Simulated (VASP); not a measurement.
Wanted: the native input for a VASP 6.6.1 run.

- Task: single point
- Functional: PBEsol
- Potentials or basis: VASP PAW PBE potentials, release 64 (Ca_sv, Se)
- Cutoff: 500 eV
- k mesh: 5 × 5 × 5
- Occupations: gaussian, width 0.01 eV
- Spin: no spin polarisation
- Dipole correction: no
- Further INCAR settings: ALGO = Normal; EDIFF = 1e-06; NBANDS = 15

The structure of CaSe lies in POSCAR:

```
CaSe
1.0
    0.0000000000      3.3857523744      3.3857523744
    3.3857523744      0.0000000000      3.3857523744
    3.3857523744      3.3857523744      0.0000000000
Ca Se
1 1
Direct
    0.0000000000      0.0000000000      0.0000000000
    0.7500000000      0.7500000000      0.7500000000
```

One way to write it, as run:

INCAR

```
SYSTEM = CaSe
  ALGO = Normal
  EDIFF = 1E-6
  ENCUT = 500
  GGA = PS
  GGA_COMPAT = .FALSE.
  ISIF = 2
  ISMEAR = 0
  LASPH = .TRUE.
  LCHARG = .FALSE.
  LREAL = .FALSE.
  LWAVE = .FALSE.
  NBANDS = 15
  NELM = 120
  PREC = Accurate
  SIGMA = 0.01
```

KPOINTS

```
k-points
0
G
  5 5 5
  0 0 0
```

Potentials or basis: VASP PAW PBE potentials, release 64 (Ca_sv, Se).

Launch:

```console
$ cat potpaw_PBE.64/Ca_sv/POTCAR potpaw_PBE.64/Se/POTCAR > POTCAR
$ mpirun -np 1 vasp_std > vasp.out
```

It gave:

The pressure is -3.2 GPa and the band gap on the k mesh is 2.78 eV (least direct gap 2.84 eV).

Caveat: the cell stands under tension; the PAW data sets were made with another functional, which shifts forces and pressure a little; an odd mesh through Γ misses points on the zone boundary, where band edges can lie.

Wall time 14 s on 1 thread of AMD EPYC 7R13 Processor (Zen 3), on a shared host, peak memory 0.17 GiB.
